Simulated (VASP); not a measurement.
# Nb (P-1) in VASP: single point with PBEsol

Aim: the single point of Nb with PBEsol.

Everything below comes from runs of VASP 6.6.1. Logs are shortened: lines on timing, memory, paths and dates and some standing lists are left out, and cuts for length are marked.

### Step 1. The cell of the first run

The typed cell holds 7 atoms: a = 2.778 Å, b = 4.622 Å, c = 9.810 Å, α = 77.44°, β = 86.70°, γ = 91.34°.

### Step 2. Single point, PBEsol

INCAR

```
  PREC = Accurate
  ENCUT = 520
  EDIFF = 1E-7
  ISMEAR = 0
  SIGMA = 0.1
  LREAL = False
  LASPH = True
  NELM = 100
  ALGO = Normal
  ISIF = 2
  LWAVE = False
  LCHARG = False
  GGA = PS
  NBANDS = 54
```

KPOINTS

```
regular mesh
0
Gamma
  6 4 2
```

POSCAR

```
Nb
1.0
    2.7763413666     -0.0802100753     -0.0115082877
    0.0259933538      4.6214927503      0.0647261757
    0.6630197414      1.9947634937      9.5818972608
Nb
7
Direct
    0.6428880456      0.2143110227      0.5714201088
    0.3571119544      0.7856889773      0.4285798912
    0.9286671540      0.6429437103      0.7142631641
    0.0713328460      0.3570562897      0.2857368359
    0.2143708793      0.0715092909      0.8571303992
    0.7856291207      0.9284907091      0.1428696008
    0.5000000000      0.5000000000      0.0000000000
```

Potentials or basis: VASP PAW PBE potentials, release 64 (Nb_sv).

Started as:

```bash
$ cat potpaw_PBE.64/Nb_sv/POTCAR > POTCAR
$ mpirun -np 1 vasp_std > vasp.out
```

OUTCAR:

```text
PREC = Accurate
   ENCUT = 520
   EDIFF = 1E-7
   ISMEAR = 0
   LREAL = False
   LASPH = True
   NELM = 100
   ISIF = 2
   GGA = PS

 ion  position               nearest neighbor table
   1  0.643  0.214  0.571-   2 2.79   3 2.79   3 2.86   2 2.86   4 2.91   5 2.91
   2  0.357  0.786  0.429-   1 2.79   4 2.79   4 2.86   1 2.86   3 2.91   6 2.91
   3  0.929  0.643  0.714-   5 2.79   1 2.79   1 2.86   5 2.86   2 2.91   7 2.91
   4  0.071  0.357  0.286-   6 2.79   2 2.79   2 2.86   6 2.86   1 2.91   7 2.91
   5  0.214  0.072  0.857-   7 2.79   3 2.79   3 2.86   7 2.86   1 2.91   6 2.91
   6  0.786  0.928  0.143-   7 2.79   4 2.79   4 2.86   7 2.86   2 2.91   5 2.91
   7  0.500  0.500  0.000-   5 2.79   6 2.79   5 2.86   6 2.86   4 2.91   3 2.91

  LATTYP: Found a triclinic cell.
 ALAT       =    10.0401729876
 B/A-ratio  =     0.2766410128
 C/A-ratio  =     0.4603525343
 COS(alpha) =     0.0233115885
 COS(beta)  =     0.2188405734
 COS(gamma) =     0.2203241611

  Lattice vectors:

 A1 = (   2.1133216252,  -2.0749735690,  -9.5934055485)
 A2 = (   2.7763413666,  -0.0802100753,  -0.0115082877)
 A3 = (  -0.0259933538,  -4.6214927503,  -0.0647261757)

Analysis of symmetry for initial positions (statically):
=====================================================================
 Subroutine PRICEL returns:
 Original cell was already a primitive cell.

 Routine SETGRP: Setting up the symmetry group for a
 triclinic supercell.

 Subroutine GETGRP returns: Found  2 space group operations
 (whereof  2 operations were pure point group operations)
 out of a pool of  2 trial point group operations.

The static configuration has the point symmetry S_2 .

Analysis of symmetry for dynamics (positions and initial velocities):
=====================================================================
 Subroutine PRICEL returns:
 Original cell was already a primitive cell.

 Routine SETGRP: Setting up the symmetry group for a
 triclinic supercell.

 Subroutine GETGRP returns: Found  2 space group operations
 (whereof  2 operations were pure point group operations)
 out of a pool of  2 trial point group operations.

The dynamic configuration has the point symmetry S_2 .

 Subroutine INISYM returns: Found  2 space group operations
 (whereof  2 operations are pure point group operations),
 and found     1 'primitive' translations

----------------------------------------------------------------------------------------

                                     Primitive cell

  volume of cell :     122.6365

  direct lattice vectors                    reciprocal lattice vectors
     2.776341367 -0.080210075 -0.011508288     0.360035875 -0.001680991 -0.024562746
     0.025993354  4.621492750  0.064726176     0.006079822  0.216984653 -0.045592652
     0.663019741  1.994763494  9.581897261     0.000391350 -0.001467761  0.104641945

  length of vectors
     2.777523624  4.622019080  9.809762061     0.360876690  0.221806208  0.104652970

  position of ions in fractional coordinates (direct lattice)
     0.642888046  0.214311023  0.571420109
     0.357111954  0.785688977  0.428579891
     0.928667154  0.642943710  0.714263164
     0.071332846  0.357056290  0.285736836
     0.214370879  0.071509291  0.857130399
     0.785629121  0.928490709  0.142869601
     0.500000000  0.500000000  0.000000000

  ion indices of the primitive-cell ions
   primitive index   ion index
                 1           1
                 2           2
                 3           3
                 4           4
                 5           5
                 6           6
                 7           7

----------------------------------------------------------------------------------------

 KPOINTS: regular mesh

Automatic generation of k-mesh.
 Grid dimensions read from file:
 generate k-points for:    6    4    2

 Generating k-lattice:

  Cartesian coordinates                     Fractional coordinates (reciprocal lattice)
     0.060005979 -0.000280165 -0.004093791     0.166666667  0.000000000 -0.000000000
     0.001519956  0.054246163 -0.011398163    -0.000000000  0.250000000 -0.000000000
     0.000195675 -0.000733880  0.052320972     0.000000000  0.000000000  0.500000000

  Length of vectors
     0.060146115  0.055451552  0.052326485

  Shift w.r.t. Gamma in fractional coordinates (k-lattice)
     0.000000000  0.000000000  0.000000000

 Subroutine IBZKPT returns following result:
 ===========================================

 Found     28 irreducible k-points:

 Following reciprocal coordinates:
            Coordinates               Weight
  0.000000  0.000000  0.000000      1.000000
  0.166667  0.000000 -0.000000      2.000000
  0.333333 -0.000000 -0.000000      2.000000
  0.500000  0.000000  0.000000      1.000000
 -0.000000  0.250000  0.000000      2.000000
  0.166667  0.250000  0.000000      2.000000
[... 16 lines left out ...]
 -0.333333  0.250000  0.500000      2.000000
 -0.166667  0.250000  0.500000      2.000000
 [... further k-points ...]
   k-points           NKPTS =     28   k-points in BZ     NKDIM =     28   number of bands    NBANDS=     54
   number of dos      NEDOS =    301   number of ions     NIONS =      7
   total plane-waves  NPLWV =  69120
   dimension x,y,z NGX =    24 NGY =   36 NGZ =   80
   dimension x,y,z NGXF=    48 NGYF=   72 NGZF=  160
   ions per type =               7
   NGX,Y,Z   is equivalent  to a cutoff of  14.36, 12.95, 13.56 a.u.
   NGXF,Y,Z  is equivalent  to a cutoff of  28.73, 25.90, 27.12 a.u.
 SYSTEM =  unknown system
   PREC   = accura    normal or accurate (medium, high low for compatibility)
   ISTART =      0    job   : 0-new  1-cont  2-samecut
   ICHARG =      2    charge: 1-file 2-atom 10-const
   ISPIN  =      1    spin polarized calculation?
   LNONCOLLINEAR =      F non collinear calculations
   LSORBIT =      F    spin-orbit coupling
   LASPH  =      T    aspherical Exc in radial PAW
   ENCUT  =  520.0 eV  38.22 Ry    6.18 a.u.   5.16  8.59 18.24*2*pi/ulx,y,z
   NELM   =    100;   NELMIN=  2; NELMDL= -5     # of ELM steps
   EDIFF  = 0.1E-06   stopping-criterion for ELM
   LREAL  =      F    real-space projection
   EDIFFG = 0.1E-05   stopping-criterion for IOM
   NSW    =      0    number of steps for IOM
   IBRION =     -1    ionic relax: 0-MD 1-quasi-New 2-CG
   NFREE  =      0    steps in history (QN), initial steepest desc. (CG)
   ISIF   =      2    stress and relaxation
   ISYM   =      2    0-nonsym 1-usesym 2-fastsym
   POTIM  = 0.5000    time-step for ionic-motion
   TEBEG  =    0.0;   TEEND  =   0.0 temperature during run
   PSTRESS=    0.0 pullay stress
   NELECT =      91.0000    total number of electrons
   NUPDOWN=      -1.0000    fix difference up-down
   EMIN   =  10.00;   EMAX   =-10.00  energy-range for DOS
   EFERMI =   0.00;   METHOD = LEGACY
   ISMEAR =     0;   SIGMA  =   0.10  broadening in eV -4-tet -1-fermi 0-gaus
   EFERMI_NEDOS =   21; number of points for ismear=-14 and -15
   IALGO  =     38    algorithm
   IMIX   =      4    mixing-type and parameters
     AMIX     =   0.40;   BMIX     =  1.00
     AMIX_MAG =   1.60;   BMIX_MAG =  1.00
  volume/ion in A,a.u.               =      17.52       118.23
  Fermi-wavevector in a.u.,A,eV,Ry     =   1.482115  2.800792 29.887453  2.196666
  Thomas-Fermi vector in A             =   2.595941
   LORBIT       =      0    0 simple, 1 ext, 2 COOP (PROOUT), +10 PAW based schemes
   GGA     = PS    functional components
   LHFCALC =     F    Hartree Fock is set to
   AEXX    =    0.0000 exact exchange contribution
   IVDW    =     0    specifies the selected vdW correction
   LEPSILON=     F    determine dielectric tensor
   LRPA    =     F    only Hartree local field effects (RPA)
 non-spin polarized calculation
 Gauss-broadening in eV      SIGMA  =   0.10
  energy-cutoff  :      520.00
  volume of cell :      122.64
 maximum number of plane-waves:      3332
 NGX is ok and might be reduce to    24
   NGX = 11   NGY = 17   NGZ = 37

 number of electron      91.0000001 magnetization

 Free energy of the ion-electron system (eV)
  ---------------------------------------------------
  ext. energy  EPLUGINS =         0.00000000
  ---------------------------------------------------
  free energy    TOTEN  =       -76.71935157 eV

  energy without entropy =      -76.67898260  energy(sigma->0) =      -76.69916709

 E-fermi :  11.4569     XC(G=0): -12.7709

 val. band max:       11.4528860261   @ k =  -0.1667   0.2500   0.5000
 cond. band min:      11.4601688233   @ k =   0.1667   0.2500   0.5000
 fundamental gap:      0.0072827972
 Fermi energy:        11.4569315959

 k-point     1 :       0.0000    0.0000    0.0000
  band No.  band energies     occupation
      1     -42.8012      2.00000
      2     -42.6820      2.00000
      3     -42.6820      2.00000
      4     -42.5225      2.00000
      5     -42.5225      2.00000
      6     -42.5092      2.00000
[... 46 lines left out ...]
     53      14.4333      0.00000
     54      14.4712      0.00000

 k-point     2 :       0.1667    0.0000   -0.0000
  band No.  band energies     occupation
      1     -42.7488      2.00000
      2     -42.6456      2.00000
      3     -42.6356      2.00000
      4     -42.5207      2.00000
      5     -42.4977      2.00000
      6     -42.4680      2.00000
[... 46 lines left out ...]
     53      13.3233      0.00000
     54      14.2527      0.00000

 k-point     3 :       0.3333   -0.0000   -0.0000
  band No.  band energies     occupation
      1     -42.6301      2.00000
      2     -42.5679      2.00000
      3     -42.5380      2.00000
      4     -42.5001      2.00000
      5     -42.4600      2.00000
      6     -42.3865      2.00000
[... 46 lines left out ...]
     53      14.7074      0.00000
     54      14.7699      0.00000
[... 1084 lines left out ...]
 k-point    23 :      -0.3333    0.2500    0.5000
  band No.  band energies     occupation
      1     -42.5902      2.00000
      2     -42.5850      2.00000
      3     -42.5057      2.00000
      4     -42.4791      2.00000
      5     -42.4546      2.00000
      6     -42.4535      2.00000
[... 46 lines left out ...]
     53      14.2391      0.00000
     54      14.3575      0.00000

 k-point    24 :      -0.1667    0.2500    0.5000
  band No.  band energies     occupation
      1     -42.6931      2.00000
      2     -42.6809      2.00000
      3     -42.5593      2.00000
      4     -42.5299      2.00000
      5     -42.5221      2.00000
      6     -42.5091      2.00000
[... 46 lines left out ...]
     53      13.7916      0.00000
     54      13.9208      0.00000

 [... further k-points ...]
[... 5 lines left out ...]
  --------------------------------------------------------------------------------------
  -------------------------------------------------------------------------------------
  Total       -0.1441677     -0.2277550     -0.1891497      0.0205389     -0.0934359     -0.0271201
  in kB       -1.8834698     -2.9754907     -2.4711342      0.2683290     -1.2206878     -0.3543095
  external PRESSURE =      -2.4433649 kB  Pullay stress =       0.0000000 kB

 VOLUME and BASIS-vectors are now :
 -----------------------------------------------------------------------------
  energy-cutoff  :      520.00
  volume of cell :      122.64
      direct lattice vectors                 reciprocal lattice vectors
     2.776341367 -0.080210075 -0.011508288     0.360035875 -0.001680991 -0.024562746
     0.025993354  4.621492750  0.064726176     0.006079822  0.216984653 -0.045592652
     0.663019741  1.994763494  9.581897261     0.000391350 -0.001467761  0.104641945

 POSITION                                       TOTAL-FORCE (eV/Angst)
 -----------------------------------------------------------------------------------
      2.16931      2.07872      5.48176        -0.000080      0.000295      0.000621
      1.29604      4.45733      4.15335         0.000080     -0.000295     -0.000621
      3.06858      4.32166      6.87492        -0.000584     -0.000684      0.001517
      0.39677      2.21439      2.76019         0.000584      0.000684     -0.001517
      1.16532      2.02306      8.21510        -0.000598     -0.000782      0.000609
      2.30003      4.51299      1.42002         0.000598      0.000782     -0.000609
      1.40117      2.27064      0.02661         0.000000      0.000000     -0.000000
 -----------------------------------------------------------------------------------
    total drift:                               -0.000000     -0.000000     -0.000000

  FREE ENERGIE OF THE ION-ELECTRON SYSTEM (eV)
  ---------------------------------------------------
  free  energy   TOTEN  =       -76.7193515705 eV

  energy  without entropy=      -76.6789826028  energy(sigma->0) =      -76.69916709
```

Wall time 2.3 min (1 thread of Intel Xeon 6975P-C (Granite Rapids), shared host); peak memory 0.3 GiB.

Results:

```yaml
Free_energy: -76.7194 eV
Pressure: -0.2 GPa
```

Levels at points of the mesh, in eV from the Fermi level:
| k point | band 42 | band 43 | band 44 | band 45 | band 46 | band 47 | band 48 | band 49 | band 50 | band 51 |
| --- | --- | --- | --- | --- | --- | --- | --- | --- | --- | --- |
| (0.00, 0.00, 0.00) | -0.75 | -0.75 | -0.53 | -0.53 | -0.13 | 0.29 | 0.76 | 1.10 | 1.10 | 2.78 |
| (0.50, 0.00, 0.00) | -1.56 | -1.10 | -1.10 | -0.13 | -0.13 | 2.27 | 2.49 | 2.49 | 2.91 | 2.91 |
| (0.00, 0.50, 0.00) | -0.84 | -0.70 | -0.70 | -0.33 | -0.33 | 0.71 | 0.71 | 2.27 | 2.64 | 2.65 |
| (0.50, 0.50, 0.00) | -1.36 | -0.37 | -0.37 | 0.48 | 0.48 | 0.66 | 0.66 | 2.25 | 2.25 | 2.56 |
| (0.00, 0.00, 0.50) | -0.74 | -0.40 | -0.40 | -0.37 | -0.37 | -0.01 | -0.01 | 1.30 | 1.30 | 2.43 |
| (0.50, 0.00, 0.50) | -1.47 | -0.52 | -0.52 | 0.20 | 0.20 | 0.96 | 0.96 | 3.06 | 3.06 | 3.07 |
| (0.00, 0.50, 0.50) | -0.81 | -0.80 | -0.80 | -0.33 | -0.33 | 0.82 | 0.83 | 2.04 | 2.63 | 2.63 |
| (0.50, 0.50, 0.50) | -1.38 | -0.37 | -0.37 | 0.42 | 0.42 | 0.76 | 0.77 | 2.31 | 2.31 | 2.52 |

Caveat: the k points lie up to 0.38 Å⁻¹ apart; the PAW data sets were made with another functional, which shifts forces and pressure a little.
